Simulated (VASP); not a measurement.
# La (Fm-3m) in VASP: a series of runs

The runs below take La through single point, with r2SCAN.

All numbers are computed with VASP 6.6.1; they aren't measurements. Logs are shortened: lines on timing, memory, paths and dates and some standing lists are left out, and cuts for length are marked.

**1. The cell of the first run**

Symmetry: Fm-3m, No. 225, cubic system. Conventional cell: a = 5.379 Å, b = 5.379 Å, c = 5.379 Å, α = 90.00°, β = 90.00°, γ = 90.00°. La (site symmetry m-3m) has 12 La at 3.80 Å within 5.0 Å.

**2. Single point, r2SCAN (volume scaled by 1.04)**

Input file POSCAR:

```
La
1.0
    0.0000000000      2.6895832301      2.6895832301
    2.6895832301      0.0000000000      2.6895832301
    2.6895832301      2.6895832301      0.0000000000
La
1
Direct
    0.0000000000      0.0000000000      0.0000000000
```

Input file INCAR.step1:

```
ALGO = Normal
EDIFF = 1E-4
ENCUT = 520
GGA = PE
ISMEAR = -1
LASPH = True
LCHARG = False
LREAL = False
LWAVE = True
NBANDS = 12
NELM = 60
PREC = Accurate
SIGMA = 0.1
```

Input file INCAR.step2:

```
ALGO = Normal
EDIFF = 1E-6
ENCUT = 520
ISIF = 2
ISMEAR = -1
ISTART = 1
LASPH = True
LCHARG = False
LMIXTAU = True
LREAL = False
LWAVE = False
METAGGA = R2SCAN
NBANDS = 12
NELM = 60
PREC = Accurate
SIGMA = 0.1
```

Input file KPOINTS:

```
k-points
0
Gamma
  12 12 12
```

Potentials or basis: VASP PAW PBE potentials, release 64 (La).

Run with:

```
> cat potpaw_PBE.64/La/POTCAR > POTCAR
> cp INCAR.step1 INCAR
> mpirun -np 1 vasp_std > vasp.out
> cp INCAR.step2 INCAR
> mpirun -np 1 vasp_std > vasp.out
```

OUTCAR:

```text
EDIFF = 1E-6
   ENCUT = 520
   ISIF = 2
   ISMEAR = -1
   ISTART = 1
   LASPH = True
   LREAL = False
   METAGGA = R2SCAN
   NELM = 60
   PREC = Accurate

 ion  position               nearest neighbor table
   1  0.000  0.000  0.000-

  LATTYP: Found a face centered cubic cell.
 ALAT       =     5.3791664602

  Lattice vectors:

 A1 = (   0.0000000000,   2.6895832301,   2.6895832301)
 A2 = (   2.6895832301,   0.0000000000,   2.6895832301)
 A3 = (   2.6895832301,   2.6895832301,   0.0000000000)

Analysis of symmetry for initial positions (statically):
=====================================================================
 Subroutine PRICEL returns:
 Original cell was already a primitive cell.

 Routine SETGRP: Setting up the symmetry group for a
 face centered cubic supercell.

 Subroutine GETGRP returns: Found 48 space group operations
 (whereof 48 operations were pure point group operations)
 out of a pool of 48 trial point group operations.

The static configuration has the point symmetry O_h .

Analysis of symmetry for dynamics (positions and initial velocities):
=====================================================================
 Subroutine PRICEL returns:
 Original cell was already a primitive cell.

 Routine SETGRP: Setting up the symmetry group for a
 face centered cubic supercell.

 Subroutine GETGRP returns: Found 48 space group operations
 (whereof 48 operations were pure point group operations)
 out of a pool of 48 trial point group operations.

The dynamic configuration has the point symmetry O_h .

 Subroutine INISYM returns: Found 48 space group operations
 (whereof 48 operations are pure point group operations),
 and found     1 'primitive' translations

----------------------------------------------------------------------------------------

                                     Primitive cell

  volume of cell :      38.9121

  direct lattice vectors                    reciprocal lattice vectors
     0.000000000  2.689583230  2.689583230    -0.185902408  0.185902408  0.185902408
     2.689583230  0.000000000  2.689583230     0.185902408 -0.185902408  0.185902408
     2.689583230  2.689583230  0.000000000     0.185902408  0.185902408 -0.185902408

  length of vectors
     3.803645081  3.803645081  3.803645081     0.321992417  0.321992417  0.321992417

  position of ions in fractional coordinates (direct lattice)
     0.000000000  0.000000000  0.000000000

  ion indices of the primitive-cell ions
   primitive index   ion index
                 1           1

----------------------------------------------------------------------------------------

 KPOINTS: k-points

Automatic generation of k-mesh.
 Grid dimensions read from file:
 generate k-points for:   12   12   12

 Generating k-lattice:

  Cartesian coordinates                     Fractional coordinates (reciprocal lattice)
    -0.015491867  0.015491867  0.015491867     0.083333333  0.000000000  0.000000000
     0.015491867 -0.015491867  0.015491867     0.000000000  0.083333333  0.000000000
     0.015491867  0.015491867 -0.015491867     0.000000000  0.000000000  0.083333333

  Length of vectors
     0.026832701  0.026832701  0.026832701

  Shift w.r.t. Gamma in fractional coordinates (k-lattice)
     0.000000000  0.000000000  0.000000000

 Subroutine IBZKPT returns following result:
 ===========================================

 Found     72 irreducible k-points:

 Following reciprocal coordinates:
            Coordinates               Weight
  0.000000  0.000000  0.000000      1.000000
  0.083333  0.000000  0.000000      8.000000
  0.166667  0.000000  0.000000      8.000000
  0.250000  0.000000  0.000000      8.000000
  0.333333  0.000000  0.000000      8.000000
  0.416667  0.000000  0.000000      8.000000
[... 16 lines left out ...]
  0.500000  0.166667  0.000000     24.000000
 -0.416667  0.166667  0.000000     24.000000
 [... further k-points ...]
   k-points           NKPTS =     72   k-points in BZ     NKDIM =     72   number of bands    NBANDS=     12
   number of dos      NEDOS =    301   number of ions     NIONS =      1
   total plane-waves  NPLWV =  21952
   dimension x,y,z NGX =    28 NGY =   28 NGZ =   28
   dimension x,y,z NGXF=    56 NGYF=   56 NGZF=   56
   ions per type =               1
   NGX,Y,Z   is equivalent  to a cutoff of  12.24, 12.24, 12.24 a.u.
   NGXF,Y,Z  is equivalent  to a cutoff of  24.48, 24.48, 24.48 a.u.
 SYSTEM =  unknown system
   PREC   = accura    normal or accurate (medium, high low for compatibility)
   ISTART =      1    job   : 0-new  1-cont  2-samecut
   ICHARG =      0    charge: 1-file 2-atom 10-const
   ISPIN  =      1    spin polarized calculation?
   LNONCOLLINEAR =      F non collinear calculations
   LSORBIT =      F    spin-orbit coupling
   LASPH  =      T    aspherical Exc in radial PAW
   ENCUT  =  520.0 eV  38.22 Ry    6.18 a.u.   7.07  7.07  7.07*2*pi/ulx,y,z
   NELM   =     60;   NELMIN=  2; NELMDL=  0     # of ELM steps
   EDIFF  = 0.1E-05   stopping-criterion for ELM
   LREAL  =      F    real-space projection
   EDIFFG = 0.1E-04   stopping-criterion for IOM
   NSW    =      0    number of steps for IOM
   IBRION =     -1    ionic relax: 0-MD 1-quasi-New 2-CG
   NFREE  =      0    steps in history (QN), initial steepest desc. (CG)
   ISIF   =      2    stress and relaxation
   ISYM   =      2    0-nonsym 1-usesym 2-fastsym
   POTIM  = 0.5000    time-step for ionic-motion
   TEBEG  =    0.0;   TEEND  =   0.0 temperature during run
   PSTRESS=    0.0 pullay stress
   NELECT =      11.0000    total number of electrons
   NUPDOWN=      -1.0000    fix difference up-down
   EMIN   =  10.00;   EMAX   =-10.00  energy-range for DOS
   EFERMI =   0.00;   METHOD = LEGACY
   ISMEAR =    -1;   SIGMA  =   0.10  broadening in eV -4-tet -1-fermi 0-gaus
   EFERMI_NEDOS =   21; number of points for ismear=-14 and -15
   IALGO  =     38    algorithm
   IMIX   =      4    mixing-type and parameters
     AMIX     =   0.40;   BMIX     =  1.00
     AMIX_MAG =   1.60;   BMIX_MAG =  1.00
  volume/ion in A,a.u.               =      38.91       262.59
  Fermi-wavevector in a.u.,A,eV,Ry     =   1.074428  2.030375 15.706511  1.154396
  Thomas-Fermi vector in A             =   2.210256
   LORBIT       =      0    0 simple, 1 ext, 2 COOP (PROOUT), +10 PAW based schemes
   METAGGA = R2SCAN    functional components
   LHFCALC =     F    Hartree Fock is set to
   AEXX    =    0.0000 exact exchange contribution
   IVDW    =     0    specifies the selected vdW correction
   LEPSILON=     F    determine dielectric tensor
   LRPA    =     F    only Hartree local field effects (RPA)
 non-spin polarized calculation
  energy-cutoff  :      520.00
  volume of cell :       38.91
 maximum number of plane-waves:      1067
   NGX = 15   NGY = 15   NGZ = 15

 number of electron      11.0000002 magnetization

 Free energy of the ion-electron system (eV)
  ---------------------------------------------------
  ext. energy  EPLUGINS =         0.00000000
  ---------------------------------------------------
  free energy    TOTEN  =       -29.75433853 eV

  energy without entropy =      -29.69722033  energy(sigma->0) =      -29.72577943

 E-fermi :   7.5133     XC(G=0): -10.0129

 val. band max:        7.5076789566   @ k =  -0.3333   0.3333   0.0833
 cond. band min:       7.5281822872   @ k =  -0.2500   0.3333   0.0833
 fundamental gap:      0.0205033306
 Fermi energy:         7.5132972113

 k-point     1 :       0.0000    0.0000    0.0000
  band No.  band energies     occupation
      1     -26.5972      2.00000
      2      -9.1908      2.00000
      3      -9.1908      2.00000
      4      -9.1908      2.00000
      5       4.1670      2.00000
      6       9.0218      0.00000
      7       9.1563      0.00000
      8       9.1563      0.00000
      9       9.1563      0.00000
     10       9.5587      0.00000
     11       9.5587      0.00000
     12       9.5587      0.00000

 k-point     2 :       0.0833    0.0000    0.0000
  band No.  band energies     occupation
      1     -26.5856      2.00000
      2      -9.2855      2.00000
      3      -9.2016      2.00000
      4      -9.2016      2.00000
      5       4.3712      2.00000
      6       8.5949      0.00004
      7       9.1885      0.00000
      8       9.1885      0.00000
      9       9.4437      0.00000
     10       9.5587      0.00000
     11       9.5587      0.00000
     12       9.5964      0.00000

 k-point     3 :       0.1667    0.0000    0.0000
  band No.  band energies     occupation
      1     -26.5538      2.00000
      2      -9.5354      2.00000
      3      -9.2310      2.00000
      4      -9.2309      2.00000
      5       4.9062      2.00000
      6       8.1704      0.00280
      7       9.2318      0.00000
      8       9.2318      0.00000
      9       9.4163      0.00000
     10       9.5624      0.00000
     11       9.5624      0.00000
     12       9.8365      0.00000

 k-point     4 :       0.2500    0.0000    0.0000
  band No.  band energies     occupation
      1     -26.5099      2.00000
      2      -9.8588      2.00000
      3      -9.2706      2.00000
      4      -9.2706      2.00000
      5       5.5093      2.00000
      6       8.0513      0.00918
      7       9.2001      0.00000
      8       9.2001      0.00000
      9       9.3116      0.00000
     10       9.5758      0.00000
     11       9.5758      0.00000
     12      10.0228      0.00000

 k-point     5 :       0.3333    0.0000    0.0000
  band No.  band energies     occupation
      1     -26.4653      2.00000
      2     -10.1644      2.00000
      3      -9.3097      2.00000
      4      -9.3097      2.00000
      5       5.8064      2.00000
      6       8.4723      0.00014
      7       9.0936      0.00000
      8       9.0936      0.00000
      9       9.2099      0.00000
     10       9.5913      0.00000
     11       9.5913      0.00000
     12      10.1013      0.00000
[... 228 lines left out ...]
      1     -26.4659      2.00000
      2      -9.9856      2.00000
      3      -9.4084      2.00000
      4      -9.4000      2.00000
      5       6.1479      2.00000
      6       7.4570      1.27405
      7       8.4494      0.00017
      8       9.4266      0.00000
      9       9.5868      0.00000
     10       9.7036      0.00000
     11       9.7152      0.00000
     12       9.9371      0.00000

 k-point    22 :       0.4167    0.1667    0.0000
  band No.  band energies     occupation
      1     -26.4290      2.00000
      2     -10.2026      2.00000
      3      -9.4808      2.00000
      4      -9.4235      2.00000
      5       6.3339      1.99998
      6       7.7394      0.18880
      7       8.3538      0.00045
      8       9.3782      0.00000
      9       9.6296      0.00000
     10       9.6653      0.00000
     11       9.7382      0.00000
     12       9.9672      0.00000

 k-point    23 :       0.5000    0.1667    0.0000
  band No.  band energies     occupation
      1     -26.4058      2.00000
      2     -10.3299      2.00000
      3      -9.5485      2.00000
      4      -9.4216      2.00000
      5       6.3821      1.99998
      6       7.7434      0.18212
      7       8.7930      0.00001
      8       9.3016      0.00000
      9       9.6017      0.00000
     10       9.6314      0.00000
     11       9.7699      0.00000
     12       9.9983      0.00000

 k-point    24 :      -0.4167    0.1667    0.0000
  band No.  band energies     occupation
      1     -26.4028      2.00000
      2     -10.3408      2.00000
      3      -9.5911      2.00000
      4      -9.3947      2.00000
      5       6.4517      1.99995
      6       7.7578      0.15954
      7       8.9959      0.00000
      8       9.2430      0.00000
      9       9.5410      0.00000
     10       9.5945      0.00000
     11       9.7890      0.00000
     12      10.0156      0.00000

 [... further k-points ...]
[... 5 lines left out ...]
  --------------------------------------------------------------------------------------
  -------------------------------------------------------------------------------------
  Total       -0.2439338     -0.2439338     -0.2439338      0.0000000      0.0000000      0.0000000
  in kB      -10.0437902    -10.0437902    -10.0437902      0.0000000      0.0000000      0.0000000
  external PRESSURE =     -10.0437902 kB  Pullay stress =       0.0000000 kB

 VOLUME and BASIS-vectors are now :
 -----------------------------------------------------------------------------
  energy-cutoff  :      520.00
  volume of cell :       38.91
      direct lattice vectors                 reciprocal lattice vectors
     0.000000000  2.689583230  2.689583230    -0.185902408  0.185902408  0.185902408
     2.689583230  0.000000000  2.689583230     0.185902408 -0.185902408  0.185902408
     2.689583230  2.689583230  0.000000000     0.185902408  0.185902408 -0.185902408

 POSITION                                       TOTAL-FORCE (eV/Angst)
 -----------------------------------------------------------------------------------
      0.00000      0.00000      0.00000        -0.000000      0.000000     -0.000000
 -----------------------------------------------------------------------------------
    total drift:                                0.000000     -0.000000     -0.000000

  FREE ENERGIE OF THE ION-ELECTRON SYSTEM (eV)
  ---------------------------------------------------
  free  energy   TOTEN  =       -29.7543385348 eV

  energy  without entropy=      -29.6972203317  energy(sigma->0) =      -29.72577943
```

Run time: 3.6 min. Hardware: 1 thread of Intel Xeon Platinum 8488C (Sapphire Rapids), shared host; peak memory 0.2 GiB.

Results:

- Free energy: -29.7543 eV
- Pressure: -1.0 GPa

Levels at points of the mesh, in eV from the Fermi level:
| k point | band 3 | band 4 | band 5 | band 6 | band 7 | band 8 |
| --- | --- | --- | --- | --- | --- | --- |
| (0.00, 0.00, 0.00) | -16.70 | -16.70 | -3.35 | 1.51 | 1.64 | 1.64 |
| (0.50, 0.00, 0.00) | -16.86 | -16.86 | -1.71 | 1.43 | 1.43 | 1.50 |
| (0.50, 0.50, 0.00) | -17.15 | -17.15 | -1.96 | -1.34 | 2.07 | 2.14 |

Caveat: the PAW data sets were made with another functional, which shifts forces and pressure a little; spin-orbit coupling is left out, which moves the levels of the heavy elements.

**3. Single point, r2SCAN (volume scaled by 1.08)**

Input file POSCAR:

```
La
1.0
    0.0000000000      2.7236322020      2.7236322020
    2.7236322020      0.0000000000      2.7236322020
    2.7236322020      2.7236322020      0.0000000000
La
1
Direct
    0.0000000000      0.0000000000      0.0000000000
```

Input file INCAR.step1:

```
SYSTEM = La
PREC = Accurate
ENCUT = 520
ISMEAR = -1
SIGMA = 0.1
LREAL = .False.
LASPH = .True.
NELM = 100
NBANDS = 12
GGA = PE
ALGO = Normal
EDIFF = 1E-4
LWAVE = .True.
LCHARG = .False.
```

Input file INCAR.step2:

```
SYSTEM = La
PREC = Accurate
ENCUT = 520
EDIFF = 1E-6
ISMEAR = -1
SIGMA = 0.1
LREAL = .False.
LASPH = .True.
NELM = 100
ALGO = Normal
ISIF = 2
LWAVE = .False.
LCHARG = .False.
METAGGA = R2SCAN
LMIXTAU = .True.
NBANDS = 12
ISTART = 1
```

Input file KPOINTS:

```
Automatic mesh
0
Gamma
  12 12 12
  0 0 0
```

Potentials or basis: VASP PAW PBE potentials, release 64 (La).

Run with:

```
> cat potpaw_PBE.64/La/POTCAR > POTCAR
> cp INCAR.step1 INCAR
> mpirun -np 1 vasp_std > vasp.out
> cp INCAR.step2 INCAR
> mpirun -np 1 vasp_std > vasp.out
```

It took 5.3 min on 1 thread of Intel Xeon Platinum 8488C (Sapphire Rapids), shared host; peak memory 0.2 GiB.

Results (log left out):

```yaml
Free_energy: -29.7417 eV
Pressure: -1.7 GPa
```

Levels at points of the mesh, in eV from the Fermi level:
```
           k point  band 1  band 2  band 3  band 4  band 5  band 6  band 7  band 8  band 9  band 10
(0.00, 0.00, 0.00)  -34.17  -16.83  -16.83  -16.83   -3.37    1.48    1.61    1.61    1.61     1.97
(0.50, 0.00, 0.00)  -34.02  -17.96  -16.97  -16.97   -1.67    1.41    1.41    1.45    1.81     2.01
(0.50, 0.50, 0.00)  -33.97  -17.88  -17.22  -17.22   -1.87   -1.25    1.96    2.05    2.05     2.08
```

Caveat: the PAW data sets were made with another functional, which shifts forces and pressure a little; spin-orbit coupling is left out, which moves the levels of the heavy elements.
